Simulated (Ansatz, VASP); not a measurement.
**SiGeF6: VASP beside Ansatz**

```
CELL_PARAMETERS angstrom
5.99981 0.00000 0.00000
0.00000 5.99981 0.00000
0.00000 0.00000 5.99981
ATOMIC_POSITIONS crystal
Si 0.50000 0.50000 0.50000
Ge 0.00000 0.00000 0.00000
F 0.69785 0.00000 0.00000
F 0.30215 0.00000 0.00000
F 0.00000 0.69785 0.00000
F 0.00000 0.30215 0.00000
F 0.00000 0.00000 0.69785
F 0.00000 0.00000 0.30215
```

Alike in both runs: task relaxation of cell and atoms; functional PBE; k mesh 6 × 6 × 6; occupations gaussian, width 0.1 eV; no spin polarisation.

|  | VASP | Ansatz |
| --- | --- | --- |
| version | VASP 6.6.1 | Ansatz 0.2.0 |
| potentials or method | VASP PAW PBE potentials, release 64 (Si, Ge_d, F), cutoff 600 eV | scalar-relativistic, plane waves, PAW |
| valence electrons in the cell | 60 | 60 |

|  | VASP | Ansatz | Ansatz less VASP |
| --- | --- | --- | --- |
| relaxed volume (Å³/atom) | 27.41 | 27.68 | +0.275 |
| relaxed cell length with the largest relative difference (Å) | 6.030 | 6.050 | +0.0201 |

Ansatz's warnings: xc potential rough in thin density.
